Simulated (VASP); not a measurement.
Wanted: the native input for a VASP 6.6.1 run.

- Task: single point
- Functional: PBEsol
- Potentials or basis: VASP PAW PBE potentials, release 64 (Te, Nb_sv)
- Cutoff: 520 eV
- k mesh: 7 × 7 × 6
- Occupations: fermi-dirac, width 0.05 eV
- Spin: no spin polarisation
- Dipole correction: no
- Further INCAR settings: ALGO = Normal; EDIFF = 1e-07; NBANDS = 16

The structure of NbTe lies in POSCAR:

```
NbTe
1.0
    3.5548554111      0.0000000000      0.0000000000
   -1.7774277056      3.0785950929      0.0000000000
    0.0000000000      0.0000000000      3.6942110000
Te Nb
1 1
Direct
    0.6666666667      0.3333333333      0.0000000000
    0.0000000000      0.0000000000      0.5000000000
```

These files were run (other wordings do the same):

INCAR

```
PREC = Accurate
ENCUT = 520
EDIFF = 1E-7
ISMEAR = -1
SIGMA = 0.05
LREAL = False
LASPH = True
NELM = 100
ALGO = Normal
ISIF = 2
LWAVE = False
LCHARG = False
GGA = PS
NBANDS = 16
```

KPOINTS

```
regular mesh
0
Gamma
  7 7 6
```

Potentials or basis: VASP PAW PBE potentials, release 64 (Te, Nb_sv).

Run with:

```console
$ cat potpaw_PBE.64/Te/POTCAR potpaw_PBE.64/Nb_sv/POTCAR > POTCAR
$ mpirun -np 1 vasp_std > vasp.out
```

Results of the run:

| Property | Result |
| --- | --- |
| Pressure | 4.6 GPa |

Caveat: the PAW data sets were made with another functional, which shifts forces and pressure a little.

It took 8.7 s on 1 thread of Intel(R) Xeon(R) 6975P-C (Granite Rapids), with other jobs on the host, peak memory 0.16 GiB.
